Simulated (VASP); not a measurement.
# Ag (I4/mmm) in VASP: a series of runs

The runs below take Ag through single point, with PBEsol.

All numbers are computed with VASP 6.6.1; they aren't measurements. Logs are shortened: lines on timing, memory, paths and dates and some standing lists are left out, and cuts for length are marked.

**1. The cell of the first run**

It takes space group I4/mmm (No. 139, tetragonal). Conventional cell: a = 3.311 Å, b = 3.311 Å, c = 3.394 Å, α = 90.00°, β = 90.00°, γ = 90.00°. Within 3.8 Å of Ag (site symmetry 4/mmm) lie 14 Ag at 2.89 to 3.39 Å.

**2. Single point, PBEsol (strain +0.000 along x and y, +0.025 along z)**

INCAR reads:

```
ALGO     = Normal         # electronic algorithm
EDIFF    = 1E-6           # SCF threshold, eV
ENCUT    = 520            # plane-wave cutoff, eV
GGA      = PS             # functional
ISIF     = 2              # what is computed and relaxed
ISMEAR   = 0              # smearing method
LASPH    = T              # aspherical terms in the spheres
LCHARG   = T              # write CHGCAR
LELF     = T              # ELF
LREAL    = F              # projectors in reciprocal space
LVHAR    = T            
LWAVE    = F              # write WAVECAR
NBANDS   = 12             # bands
NELM     = 100            # most SCF steps
PREC     = Accurate       # precision mode
SIGMA    = 0.15           # smearing width, eV
```

KPOINTS reads:

```
k-points
0
Gamma
  20 20 20
```

POSCAR reads:

```
Ag
1.0
   -1.6556540000      1.6556540000      1.6970453500
    1.6556540000     -1.6556540000      1.6970453500
    1.6556540000      1.6556540000     -1.6970453500
Ag
1
Direct
    0.0000000000      0.0000000000      0.0000000000
```

Potentials or basis: VASP PAW PBE potentials, release 64 (Ag).

Launch:

```console
$ cat potpaw_PBE.64/Ag/POTCAR > POTCAR
$ mpirun -np 1 vasp_std > vasp.out
```

OUTCAR:

```text
EDIFF = 1E-6
   ENCUT = 520
   GGA = PS
   ISIF = 2
   ISMEAR = 0
   LASPH = T
   LREAL = F
   NELM = 100
   PREC = Accurate

 ion  position               nearest neighbor table
   1  0.000  0.000  0.000-

  LATTYP: Found a body centered tetragonal cell.
 ALAT       =     3.3113080000
 C/A-ratio  =     1.0250000000

  Lattice vectors:

 A1 = (  -1.6556540000,   1.6556540000,   1.6970453500)
 A2 = (   1.6556540000,  -1.6556540000,   1.6970453500)
 A3 = (   1.6556540000,   1.6556540000,  -1.6970453500)

Analysis of symmetry for initial positions (statically):
=====================================================================
 Subroutine PRICEL returns:
 Original cell was already a primitive cell.

 Routine SETGRP: Setting up the symmetry group for a
 body centered tetragonal supercell.

 Subroutine GETGRP returns: Found 16 space group operations
 (whereof 16 operations were pure point group operations)
 out of a pool of 16 trial point group operations.

The static configuration has the point symmetry D_4h.

Analysis of symmetry for dynamics (positions and initial velocities):
=====================================================================
 Subroutine PRICEL returns:
 Original cell was already a primitive cell.

 Routine SETGRP: Setting up the symmetry group for a
 body centered tetragonal supercell.

 Subroutine GETGRP returns: Found 16 space group operations
 (whereof 16 operations were pure point group operations)
 out of a pool of 16 trial point group operations.

The dynamic configuration has the point symmetry D_4h.

 Subroutine INISYM returns: Found 16 space group operations
 (whereof 16 operations are pure point group operations),
 and found     1 'primitive' translations

----------------------------------------------------------------------------------------

                                     Primitive cell

  volume of cell :      18.6077

  direct lattice vectors                    reciprocal lattice vectors
    -1.655654000  1.655654000  1.697045350     0.000000000  0.301995465  0.294629722
     1.655654000 -1.655654000  1.697045350     0.301995465  0.000000000  0.294629722
     1.655654000  1.655654000 -1.697045350     0.301995465  0.301995465  0.000000000

  length of vectors
     2.891771646  2.891771646  2.891771646     0.421909865  0.421909865  0.427086083

  position of ions in fractional coordinates (direct lattice)
     0.000000000  0.000000000  0.000000000

  ion indices of the primitive-cell ions
   primitive index   ion index
                 1           1

----------------------------------------------------------------------------------------

 KPOINTS: k-points

Automatic generation of k-mesh.
 Grid dimensions read from file:
 generate k-points for:   20   20   20

 Generating k-lattice:

  Cartesian coordinates                     Fractional coordinates (reciprocal lattice)
     0.000000000  0.015099773  0.014731486     0.050000000  0.000000000 -0.000000000
     0.015099773  0.000000000  0.014731486     0.000000000  0.050000000 -0.000000000
     0.015099773  0.015099773  0.000000000     0.000000000  0.000000000  0.050000000

  Length of vectors
     0.021095493  0.021095493  0.021354304

  Shift w.r.t. Gamma in fractional coordinates (k-lattice)
     0.000000000  0.000000000  0.000000000

 Subroutine IBZKPT returns following result:
 ===========================================

 Found    641 irreducible k-points:

 Following reciprocal coordinates:
            Coordinates               Weight
  0.000000  0.000000  0.000000      1.000000
  0.050000  0.000000  0.000000      8.000000
  0.100000 -0.000000  0.000000      8.000000
  0.150000  0.000000  0.000000      8.000000
  0.200000 -0.000000  0.000000      8.000000
  0.250000  0.000000  0.000000      8.000000
[... 16 lines left out ...]
 -0.400000  0.050000  0.000000     16.000000
 -0.350000  0.050000  0.000000     16.000000
 [... further k-points ...]
   k-points           NKPTS =    641   k-points in BZ     NKDIM =    641   number of bands    NBANDS=     12
   number of dos      NEDOS =    301   number of ions     NIONS =      1
   total plane-waves  NPLWV =  13824
   dimension x,y,z NGX =    24 NGY =   24 NGZ =   24
   dimension x,y,z NGXF=    48 NGYF=   48 NGZF=   48
   ions per type =               1
   NGX,Y,Z   is equivalent  to a cutoff of  13.80, 13.80, 13.80 a.u.
   NGXF,Y,Z  is equivalent  to a cutoff of  27.59, 27.59, 27.59 a.u.
 SYSTEM =  unknown system
   PREC   = accura    normal or accurate (medium, high low for compatibility)
   ISTART =      0    job   : 0-new  1-cont  2-samecut
   ICHARG =      2    charge: 1-file 2-atom 10-const
   ISPIN  =      1    spin polarized calculation?
   LNONCOLLINEAR =      F non collinear calculations
   LSORBIT =      F    spin-orbit coupling
   LASPH  =      T    aspherical Exc in radial PAW
   ENCUT  =  520.0 eV  38.22 Ry    6.18 a.u.   5.38  5.38  5.38*2*pi/ulx,y,z
   NELM   =    100;   NELMIN=  2; NELMDL= -5     # of ELM steps
   EDIFF  = 0.1E-05   stopping-criterion for ELM
   LREAL  =      F    real-space projection
   EDIFFG = 0.1E-04   stopping-criterion for IOM
   NSW    =      0    number of steps for IOM
   IBRION =     -1    ionic relax: 0-MD 1-quasi-New 2-CG
   NFREE  =      0    steps in history (QN), initial steepest desc. (CG)
   ISIF   =      2    stress and relaxation
   ISYM   =      2    0-nonsym 1-usesym 2-fastsym
   POTIM  = 0.5000    time-step for ionic-motion
   TEBEG  =    0.0;   TEEND  =   0.0 temperature during run
   PSTRESS=    0.0 pullay stress
   NELECT =      11.0000    total number of electrons
   NUPDOWN=      -1.0000    fix difference up-down
   EMIN   =  10.00;   EMAX   =-10.00  energy-range for DOS
   EFERMI =   0.00;   METHOD = LEGACY
   ISMEAR =     0;   SIGMA  =   0.15  broadening in eV -4-tet -1-fermi 0-gaus
   EFERMI_NEDOS =   21; number of points for ismear=-14 and -15
   IALGO  =     38    algorithm
   IMIX   =      4    mixing-type and parameters
     AMIX     =   0.40;   BMIX     =  1.00
     AMIX_MAG =   1.60;   BMIX_MAG =  1.00
  volume/ion in A,a.u.               =      18.61       125.57
  Fermi-wavevector in a.u.,A,eV,Ry     =   1.373962  2.596413 25.684708  1.887773
  Thomas-Fermi vector in A             =   2.499432
   LORBIT       =      0    0 simple, 1 ext, 2 COOP (PROOUT), +10 PAW based schemes
   GGA     = PS    functional components
   LHFCALC =     F    Hartree Fock is set to
   AEXX    =    0.0000 exact exchange contribution
   IVDW    =     0    specifies the selected vdW correction
   LEPSILON=     F    determine dielectric tensor
   LRPA    =     F    only Hartree local field effects (RPA)
 non-spin polarized calculation
 Gauss-broadening in eV      SIGMA  =   0.15
  energy-cutoff  :      520.00
  volume of cell :       18.61
 maximum number of plane-waves:       515
 NGX is ok and might be reduce to    24
   NGX = 11   NGY = 11   NGZ = 11

 number of electron      10.9999998 magnetization

 Free energy of the ion-electron system (eV)
  ---------------------------------------------------
  ext. energy  EPLUGINS =         0.00000000
  ---------------------------------------------------
  free energy    TOTEN  =        -3.21379286 eV

  energy without entropy =       -3.20923180  energy(sigma->0) =       -3.21151233

 E-fermi :   7.0828     XC(G=0): -11.8971

 val. band max:        7.0756722456   @ k =  -0.3500   0.4500   0.1000
 cond. band min:       7.0837910185   @ k =   0.5000   0.3500   0.0500
 fundamental gap:      0.0081187729
 Fermi energy:         7.0828291418

 k-point     1 :       0.0000    0.0000    0.0000
  band No.  band energies     occupation
      1      -0.1223      2.00000
      2       2.4730      2.00000
      3       2.4730      2.00000
      4       2.5699      2.00000
      5       3.6141      2.00000
      6       3.7213      2.00000
      7      24.4298      0.00000
      8      24.8184      0.00000
      9      24.8184      0.00000
     10      29.2874      0.00000
     11      29.9033      0.00000
     12      29.9033      0.00000

 k-point     2 :       0.0500    0.0000    0.0000
  band No.  band energies     occupation
      1      -0.0455      2.00000
      2       2.4768      2.00000
      3       2.4781      2.00000
      4       2.5890      2.00000
      5       3.6001      2.00000
      6       3.7160      2.00000
      7      24.2870      0.00000
      8      24.6939      0.00000
      9      24.8584      0.00000
     10      28.4533      0.00000
     11      28.8640      0.00000
     12      29.3643      0.00000

 k-point     3 :       0.1000   -0.0000    0.0000
  band No.  band energies     occupation
      1       0.1789      2.00000
      2       2.4470      2.00000
      3       2.4891      2.00000
      4       2.6920      2.00000
      5       3.5595      2.00000
      6       3.7077      2.00000
      7      23.5256      0.00000
      8      24.4496      0.00000
      9      24.9711      0.00000
     10      27.5307      0.00000
     11      27.8758      0.00000
     12      28.2216      0.00000

 k-point     4 :       0.1500    0.0000    0.0000
  band No.  band energies     occupation
      1       0.5268      2.00000
      2       2.3761      2.00000
      3       2.5207      2.00000
      4       2.8812      2.00000
      5       3.5067      2.00000
      6       3.7042      2.00000
      7      22.0618      0.00000
      8      23.9561      0.00000
      9      25.1355      0.00000
     10      26.9176      0.00000
     11      27.0010      0.00000
     12      27.5692      0.00000

 k-point     5 :       0.2000   -0.0000    0.0000
  band No.  band energies     occupation
      1       0.9319      2.00000
      2       2.2837      2.00000
      3       2.6229      2.00000
      4       3.1344      2.00000
      5       3.4670      2.00000
      6       3.7063      2.00000
      7      20.2282      0.00000
      8      23.2038      0.00000
      9      25.2640      0.00000
     10      25.6728      0.00000
     11      26.7690      0.00000
     12      27.9161      0.00000
[... 228 lines left out ...]
      1       1.2473      2.00000
      2       1.8797      2.00000
      3       3.5490      2.00000
      4       3.7433      2.00000
      5       4.4265      2.00000
      6       7.1468      0.54665
      7      10.8500      0.00000
      8      19.9614      0.00000
      9      20.7031      0.00000
     10      26.2863      0.00000
     11      27.6055      0.00000
     12      30.4361      0.00000

 k-point    22 :      -0.4500    0.0500   -0.0000
  band No.  band energies     occupation
      1       1.2848      2.00000
      2       1.9087      2.00000
      3       3.5228      2.00000
      4       3.7449      2.00000
      5       4.2963      2.00000
      6       6.2692      2.00000
      7      12.0004      0.00000
      8      20.1607      0.00000
      9      20.9795      0.00000
     10      26.2353      0.00000
     11      27.5321      0.00000
     12      30.4134      0.00000

 k-point    23 :      -0.4000    0.0500    0.0000
  band No.  band energies     occupation
      1       1.3473      2.00000
      2       1.9648      2.00000
      3       3.4885      2.00000
      4       3.7234      2.00000
      5       4.0499      2.00000
      6       5.2313      2.00000
      7      13.6067      0.00000
      8      20.5357      0.00000
      9      21.5186      0.00000
     10      26.1377      0.00000
     11      27.4329      0.00000
     12      30.2343      0.00000

 k-point    24 :      -0.3500    0.0500    0.0000
  band No.  band energies     occupation
      1       1.4019      2.00000
      2       2.0437      2.00000
      3       3.4432      2.00000
      4       3.5619      2.00000
      5       3.7989      2.00000
      6       4.3573      2.00000
      7      15.4079      0.00000
      8      21.0684      0.00000
      9      22.2796      0.00000
     10      25.9965      0.00000
     11      27.3593      0.00000
     12      29.6428      0.00000

 [... further k-points ...]
[... 5 lines left out ...]
  --------------------------------------------------------------------------------------
  -------------------------------------------------------------------------------------
  Total       -1.0532366     -1.0532366     -1.0057991      0.0000000      0.0000000      0.0000000
  in kB      -90.6867713    -90.6867713    -86.6022615      0.0000000      0.0000000      0.0000000
  external PRESSURE =     -89.3252680 kB  Pullay stress =       0.0000000 kB

 VOLUME and BASIS-vectors are now :
 -----------------------------------------------------------------------------
  energy-cutoff  :      520.00
  volume of cell :       18.61
      direct lattice vectors                 reciprocal lattice vectors
    -1.655654000  1.655654000  1.697045350     0.000000000  0.301995465  0.294629722
     1.655654000 -1.655654000  1.697045350     0.301995465  0.000000000  0.294629722
     1.655654000  1.655654000 -1.697045350     0.301995465  0.301995465  0.000000000

 POSITION                                       TOTAL-FORCE (eV/Angst)
 -----------------------------------------------------------------------------------
      0.00000      0.00000      0.00000         0.000000      0.000000      0.000000
 -----------------------------------------------------------------------------------
    total drift:                                0.000000      0.000000      0.000000

  FREE ENERGIE OF THE ION-ELECTRON SYSTEM (eV)
  ---------------------------------------------------
  free  energy   TOTEN  =        -3.2137928633 eV

  energy  without entropy=       -3.2092317972  energy(sigma->0) =       -3.21151233
```

Wall time 2.8 min (1 thread of AMD EPYC 7R43 (Zen 3), shared host); peak memory 0.21 GiB.

Results:

* Free energy: -3.2138 eV
* Pressure: -8.9 GPa

Stress tensor (GPa, compression positive):
```
-9.07  0.00  0.00
 0.00 -9.07  0.00
 0.00  0.00 -8.66
```

Levels at points of the mesh, in eV from the Fermi level:
| k point | band 2 | band 3 | band 4 | band 5 | band 6 | band 7 | band 8 | band 9 | band 10 | band 11 |
| --- | --- | --- | --- | --- | --- | --- | --- | --- | --- | --- |
| (0.00, 0.00, 0.00) | -4.61 | -4.61 | -4.51 | -3.47 | -3.36 | 17.35 | 17.74 | 17.74 | 22.20 | 22.82 |
| (0.50, 0.00, 0.00) | -5.22 | -3.52 | -3.31 | -2.55 | 0.04 | 3.57 | 13.11 | 13.84 | 19.04 | 20.12 |
| (0.50, 0.50, 0.00) | -5.33 | -3.39 | -3.28 | -2.53 | 0.17 | 3.80 | 12.71 | 13.31 | 18.64 | 19.54 |
| (0.50, 0.50, 0.50) | -5.81 | -2.78 | -2.74 | -2.74 | 6.15 | 6.83 | 6.83 | 11.46 | 12.67 | 12.98 |

Caveat: the cell differs from its parent crystal (strain +0.000 along x and y, +0.025 along z); the PAW data sets were made with another functional, which shifts forces and pressure a little.

(Part 1 of 2 ends here.)
